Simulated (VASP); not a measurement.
A run of VASP 6.6.1:

File INCAR:

```
SYSTEM = Ba3Bi2Sb4
PREC = Accurate ; ENCUT = 520
EDIFF = 1E-6 ; ISMEAR = 0
SIGMA = 0.1 ; LREAL = .False.
LASPH = .True. ; NELM = 60
ALGO = Normal ; ISIF = 2
LWAVE = .False. ; LCHARG = .True.
GGA = PE ; LELF = .True.
LVHAR = .True. ; NBANDS = 50
```

File KPOINTS:

```
Automatic mesh
0
Gamma
  2 2 2
  0 0 0
```

File POSCAR:

```
Ba3Bi2Sb4
1.0
   -2.4201097500      3.8740100000      4.9887738800
    9.6804380000      0.0000000000      0.0000004900
    2.4201097500      3.8740100000     -4.9887738800
Bi Ba Sb
2 3 4
Direct
    0.0001748511     -0.0048569113      0.0021400629
   -0.0148383911      0.5058100625      0.0164912004
    0.7195530287      0.1096885273      0.2824203787
    0.2889330550      0.3978713688      0.7131038525
    0.2818667991      0.8824450251      0.7199228194
    0.7045838676      0.2501245200      0.6987808630
    0.3032722825      0.2500882563      0.2975292126
    0.7102837536      0.7498878176      0.7060928175
    0.2958492001      0.7498890354      0.2915881065
```

Potentials or basis: VASP PAW PBE potentials, release 64 (Bi_d, Ba_sv, Sb).

Command:

```console
$ cat potpaw_PBE.64/Bi_d/POTCAR potpaw_PBE.64/Ba_sv/POTCAR potpaw_PBE.64/Sb/POTCAR > POTCAR
$ mpirun -np 1 vasp_std > vasp.out
```

Hardware: 1 thread of AMD EPYC 9R45 96-Core Processor (Zen 5), with other jobs on the host.

Estimate the wall time of this run.

Wall time 2.4 min on 1 thread of AMD EPYC 9R45 96-Core Processor (Zen 5), on a shared host, peak memory 0.45 GiB. Counts: scf iterations 16, k points 8.
